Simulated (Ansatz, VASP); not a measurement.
One calculation of Os, two programs

Contents of INCAR:

```
SYSTEM = Os
PREC = Accurate
ENCUT = 520
EDIFF = 1E-6
ISMEAR = -1
SIGMA = 0.08
LREAL = .False.
LASPH = .True.
NELM = 60
ALGO = Normal
ISIF = 2
LWAVE = .False.
LCHARG = .False.
GGA = PE
NBANDS = 15
```

KPOINTS

```
Automatic mesh
0
Gamma
  17 17 10
  0 0 0
```

The input POSCAR:

```
Os
1.0
    2.7064809157      0.0000000000      0.0000000000
   -1.3532404579      2.3438812279      0.0000000000
    0.0000000000      0.0000000000      4.2760636833
Os
2
Direct
    0.3333333333      0.6666666667      0.2500000000
    0.6666666667      0.3333333333      0.7500000000
```

Input for Ansatz:

```yaml
crystal:
  lattice:
    - [2.7064809157, 0.0, 0.0]
    - [-1.3532404579, 2.3438812279, 0.0]
    - [0.0, 0.0, 4.2760636833]
  atoms:
    - { symbol: Os, position: [0.3333333333, 0.6666666667, 0.25] }
    - { symbol: Os, position: [0.6666666667, 0.3333333333, 0.75] }
kpoints:
  mp_grid: { grid: [17, 17, 10] }
scf:
  occupations: { method: fermi_dirac, width: 0.08 }
hamiltonian:
  xc: pbe
  pseudopotentials: { kind: all_electron, lapw: { basis_error: 0.001 } }
output:
  forces: true
  stress: true
  eigenvalues: true
```

Change from the starting cell: volume scaled by 0.97.

Alike in both runs: task single point; functional PBE; k mesh 17 × 17 × 10; occupations fermi-dirac, width 0.08 eV; no spin polarisation.

```csv
,VASP,Ansatz
version,VASP 6.6.1,Ansatz 0.2.0
potentials or method,"VASP PAW PBE potentials, release 64 (Os), cutoff 520 eV","all-electron LAPW, scalar-relativistic"
```

Ansatz gave:

| Property | Result |
| --- | --- |
| pressure (GPa) | 23.1 |
| traceless stress, the component that is largest in VASP (GPa) | 0.54 |

Q: Which values does VASP return?

A: Pressure (GPa): 23.5; traceless stress, the component that is largest in VASP (GPa): 0.45.

Ansatz ran all-electron here, and VASP with PAW potentials.

Neither program's run includes spin-orbit coupling.
